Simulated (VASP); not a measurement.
Write the native input for VASP 6.6.1 that does the following.

```
Task                               : single point
Functional                         : PBE-based screened hybrid
Potentials or basis                : VASP PAW PBE potentials, release 64 (In_d, As)
Cutoff                             : 520 eV
k mesh                             : 4 × 4 × 4
Occupations                        : fermi-dirac, width 0.05 eV
Spin                               : no spin polarisation
Dipole correction                  : no
Grid for exact exchange (PRECFOCK) : Normal
Share of exact exchange            : 0.4
Further INCAR settings             : ALGO = Normal; EDIFF = 1e-06; NBANDS = 16
Screening parameter                : 0.2 1/Å
```

InAs:

```
In As
1.0
     0.00000    3.01800    3.01800
     3.01800    0.00000    3.01800
     3.01800    3.01800    0.00000
In As
1 1
Direct
  0.00000 0.00000 0.00000
  0.75000 0.75000 0.75000
```

These files were run (other wordings do the same):

POSCAR

```
InAs
1.0
    0.0000000000      3.0180000000      3.0180000000
    3.0180000000      0.0000000000      3.0180000000
    3.0180000000      3.0180000000      0.0000000000
In As
1 1
Direct
    0.0000000000      0.0000000000      0.0000000000
    0.7500000000      0.7500000000      0.7500000000
```

INCAR.step1

```
PREC     = Accurate       # precision mode
ENCUT    = 520            # plane-wave cutoff, eV
EDIFF    = 1E-5           # SCF threshold, eV
ISMEAR   = -1             # smearing method
SIGMA    = 0.05           # smearing width, eV
LREAL    = False          # projectors in reciprocal space
LASPH    = True           # aspherical terms in the spheres
NELM     = 60             # most SCF steps
ALGO     = Normal         # electronic algorithm
ISIF     = 2              # what is computed and relaxed
LWAVE    = True           # write WAVECAR
NBANDS   = 16             # bands
GGA      = PE             # functional
```

INCAR.step2

```
PREC     = Accurate       # precision mode
ENCUT    = 520            # plane-wave cutoff, eV
EDIFF    = 1E-6           # SCF threshold, eV
ISMEAR   = -1             # smearing method
SIGMA    = 0.05           # smearing width, eV
LREAL    = False          # projectors in reciprocal space
LASPH    = True           # aspherical terms in the spheres
NELM     = 60             # most SCF steps
ALGO     = Normal         # electronic algorithm
ISIF     = 2              # what is computed and relaxed
LWAVE    = False          # write WAVECAR
LCHARG   = True           # write CHGCAR
GGA      = PE             # functional
LHFCALC  = True           # exact exchange
AEXX     = 0.4            # exact-exchange fraction
HFSCREEN = 0.2            # screening, 1/A
PRECFOCK = Normal       
LELF     = True           # ELF
LVHAR    = True         
NBANDS   = 16             # bands
ISTART   = 1
```

KPOINTS

```
regular mesh
0
Gamma
  4 4 4
```

Potentials or basis: VASP PAW PBE potentials, release 64 (In_d, As).

Launch:

```bash
$ cat potpaw_PBE.64/In_d/POTCAR potpaw_PBE.64/As/POTCAR > POTCAR
$ cp INCAR.step1 INCAR
$ mpirun -np 1 vasp_std > vasp.out
$ cp INCAR.step2 INCAR
$ mpirun -np 1 vasp_std > vasp.out
```

Results of the run:

The pressure is 0.9 GPa and the band gap on the k mesh is 1.18 eV, direct.

Caveat: the k points lie up to 0.45 Å⁻¹ apart; the PAW data sets were made with another functional, which shifts forces and pressure a little; spin-orbit coupling is left out, which moves the levels of the heavy elements.

Wall time 6.6 min on 1 thread of Intel(R) Xeon(R) Platinum 8375C CPU @ 2.90GHz (Ice Lake) (shared host), peak memory 0.28 GiB.
